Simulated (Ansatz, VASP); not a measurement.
# Two plane-wave programs on InAs

Contents of INCAR:

```
SYSTEM = InAs
  PREC = Accurate
  ENCUT = 600
  EDIFF = 1E-6
  ISMEAR = 0
  SIGMA = 0.1
  LREAL = .False.
  LASPH = .True.
  NELM = 60
  ALGO = Normal
  ISIF = 3
  LWAVE = .False.
  LCHARG = .False.
  GGA = PS
  IBRION = 2
  NSW = 100
  EDIFFG = -0.002
```

KPOINTS

```
regular mesh
0
Gamma
  10 10 10
  0 0 0
```

Contents of POSCAR:

```
InAs
1.0
    0.0000000000      3.0290000000      3.0290000000
    3.0290000000      0.0000000000      3.0290000000
    3.0290000000      3.0290000000      0.0000000000
In As
1 1
Direct
    0.0000000000      0.0000000000      0.0000000000
    0.2500000000      0.2500000000      0.2500000000
```

Input for Ansatz:

```yaml
crystal:
  lattice:
    - [0.0, 3.029, 3.029]
    - [3.029, 0.0, 3.029]
    - [3.029, 3.029, 0.0]
  atoms:
    - { symbol: In, position: [0.0, 0.0, 0.0] }
    - { symbol: As, position: [0.25, 0.25, 0.25] }
basis:
  ecutwfc: 600.0
kpoints:
  mp_grid: { grid: [10, 10, 10] }
hamiltonian:
  xc: pbesol
  pseudopotentials: { kind: paw, azcp: { folder: soft_1 } }
scf:
  occupations: { method: gaussian, width: 0.1 }
output:
  forces: true
  stress: true
  eigenvalues: true
relax:
  adjacent_minimum: "off"
  f_tol: 0.002
  max_steps: 80
  cell: { stress_tol: 0.02 }
```

Alike in both runs: task relaxation of cell and atoms; functional PBEsol; k mesh 10 × 10 × 10; occupations gaussian, width 0.1 eV; no spin polarisation.

|  | VASP | Ansatz |
| --- | --- | --- |
| version | VASP 6.6.1 | Ansatz 0.2.0 |
| potentials or method | VASP PAW PBE potentials, release 64 (In_d, As), cutoff 600 eV | scalar-relativistic, plane waves, PAW |
| valence electrons in the cell | 18 | 28 |

Ansatz gave:

```
gap on the k mesh at the Fermi level, each at its own relaxed structure (eV) : none
relaxed volume (Å³/atom)                                                     : 28.20
relaxed cell length with the largest relative difference (Å)                 : 4.305
```

**Question.** Which values does VASP return?

**Answer.** gap on the k mesh at the Fermi level, each at its own relaxed structure (eV): none; relaxed volume (Å³/atom): 28.25; relaxed cell length with the largest relative difference (Å): 4.307.

VASP's potentials were made for PBE, not for PBEsol, and Ansatz warns of the same on its side. A gap of «none» marks a metal or a gap that the smearing closes. VASP's potentials hold 18 valence electrons a cell and Ansatz's 28, so a difference there can come from the potentials and not from the codes.
